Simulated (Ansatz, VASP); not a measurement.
Au: VASP beside Ansatz

```
Au
1.0
     2.74841    0.00000    0.00000
     0.00000    2.74841    0.00000
     0.00000    0.00000    2.74841
Au
1
Direct
  0.50000 0.50000 0.50000
```

Alike in both runs: task relaxation of cell and atoms; functional PBE0; k mesh 5 × 5 × 5; occupations fermi-dirac, width 0.05 eV; no spin polarisation.

|  | VASP | Ansatz |
| --- | --- | --- |
| version | VASP 6.6.1 | Ansatz 0.2.0 |
| potentials or method | VASP PAW PBE potentials, release 64 (Au) | Ansatz PAW |
| plane-wave cutoff (eV) | 600 | 420 |
| valence electrons in the cell | 11 | 19 |

|  | VASP | Ansatz | Ansatz less VASP |
| --- | --- | --- | --- |
| gap on the k mesh at the Fermi level, each at its own relaxed structure (eV) | none | none | - |
| relaxed volume (Å³/atom) | 20.52 | 20.53 | +0.014 |
| relaxed length of the cell vector where the two differ most in proportion (Å) | 2.738 | 2.738 | +0.0006 |

A gap of «none» marks a metal or a gap that the smearing closes. VASP's potentials hold 11 valence electrons a cell and Ansatz's 19, so a difference there can come from the potentials and not from the codes.

The k mesh is coarse, so the values compare programs but aren't converged. Spin-orbit coupling is off throughout. Noted on Ansatz's run: the plane-wave basis is chosen anew once the cell has moved, so the energies of steps on either side of that aren't comparable.
